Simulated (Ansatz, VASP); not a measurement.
# SnO: VASP beside Ansatz

```
CELL_PARAMETERS angstrom
3.62502 -0.01028 0.02510
-0.01028 3.86772 -0.02418
0.03193 -0.03076 4.95628
ATOMIC_POSITIONS crystal
Sn 0.96764 0.50062 0.24374
Sn 0.49005 0.99331 0.75878
O 0.00280 0.01294 0.97330
O 0.53952 0.49314 0.02418
```

Change from the starting cell: all atoms moved at random (sigma 0.06 Å a component), cell strained at random (sigma 0.03).

Alike in both runs: task single point; functional PBEsol; k mesh 12 × 12 × 10; occupations gaussian, width 0.15 eV; no spin polarisation.

|  | VASP | Ansatz |
| --- | --- | --- |
| version | VASP 6.6.1 | Ansatz 0.2.0 |
| potentials or method | VASP PAW PBE potentials, release 64 (Sn_d, O), cutoff 520 eV | scalar-relativistic, plane waves, PAW |
| valence electrons in the cell | 40 | 40 |

|  | VASP | Ansatz | Ansatz less VASP |
| --- | --- | --- | --- |
| gap on the k mesh at the Fermi level (eV) | none | none | - |
| pressure (GPa) | 5.5 | 5.3 | -0.19 |
| traceless stress, the component that is largest in VASP (GPa) | 9.77 | 9.57 | -0.198 |
| rms of the force components (eV/Å) | 1.499 | 1.476 | -0.0231 |

VASP's potentials were made for PBE, not for PBEsol. Atom by atom the forces differ by 0.037 eV/Å (rms over components). A gap of «none» marks a metal or a gap that the smearing closes. The functional is the same, so the differences come from potentials, cutoffs and numerics.
